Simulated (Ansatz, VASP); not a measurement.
Two plane-wave programs on LiNbO3

INCAR

```
SYSTEM = LiNbO3
ALGO = Normal
EDIFF = 1E-6
ENCUT = 520
GGA = PE
ISIF = 2
ISMEAR = 0
LASPH = .TRUE.
LCHARG = .FALSE.
LREAL = .FALSE.
LWAVE = .FALSE.
NBANDS = 25
NELM = 80
PREC = Accurate
SIGMA = 0.02
```

File KPOINTS:

```
k-points
0
G
  8 8 8
  0 0 0
```

Contents of POSCAR:

```
LiNbO3
1.0
    3.9557683461      0.0000000000      0.0000000000
    0.0000000000      3.9557683461      0.0000000000
    0.0000000000      0.0000000000      3.9557683461
Li Nb O
1 1 3
Direct
    0.0000000000      0.0000000000      0.0000000000
    0.5000000000      0.5000000000      0.5000000000
    0.5000000000      0.0000000000      0.5000000000
    0.5000000000      0.5000000000      0.0000000000
    0.0000000000      0.5000000000      0.5000000000
```

Input for Ansatz:

```yaml
crystal:
  lattice:
    - [3.9557683461, 0.0, 0.0]
    - [0.0, 3.9557683461, 0.0]
    - [0.0, 0.0, 3.9557683461]
  atoms:
    - { symbol: Li, position: [0.0, 0.0, 0.0] }
    - { symbol: Nb, position: [0.5, 0.5, 0.5] }
    - { symbol: O, position: [0.5, 0.0, 0.5] }
    - { symbol: O, position: [0.5, 0.5, 0.0] }
    - { symbol: O, position: [0.0, 0.5, 0.5] }
basis:
  ecutwfc: 420
kpoints:
  mp_grid: { grid: [8, 8, 8] }
hamiltonian:
  xc: pbe
scf:
  occupations: { method: gaussian, width: 0.02 }
  n_extra_bands: 12
output:
  forces: true
  stress: true
  eigenvalues: true
  populations: true
  dos: { projected: true, de: 0.02, nscf_kmesh: { grid: [12, 12, 12] } }
  bader: false
  write_density: true
  write_potential: true
  elf: true
  volumetric_format: npy
```

Alike in both runs: task single point; functional PBE; k mesh 8 × 8 × 8; occupations gaussian, width 0.02 eV; no spin polarisation.

```csv
,VASP,Ansatz
version,VASP 6.6.1,Ansatz 0.2.0
potentials or method,"VASP PAW PBE potentials, release 64 (Li_sv, Nb_sv, O), cutoff 520 eV","scalar-relativistic, plane waves, PAW"
valence electrons in the cell,34,34
```

Ansatz gave:

```
gap on the k mesh at the Fermi level (eV) : 1.70
least direct gap on the mesh (eV)         : 2.49
```

Question: Estimate VASP's values.

Answer: gap on the k mesh at the Fermi level (eV): 1.68; least direct gap on the mesh (eV): 2.48.

Noted on VASP's run: the cutoff is short for stress, so the pressure is rough.
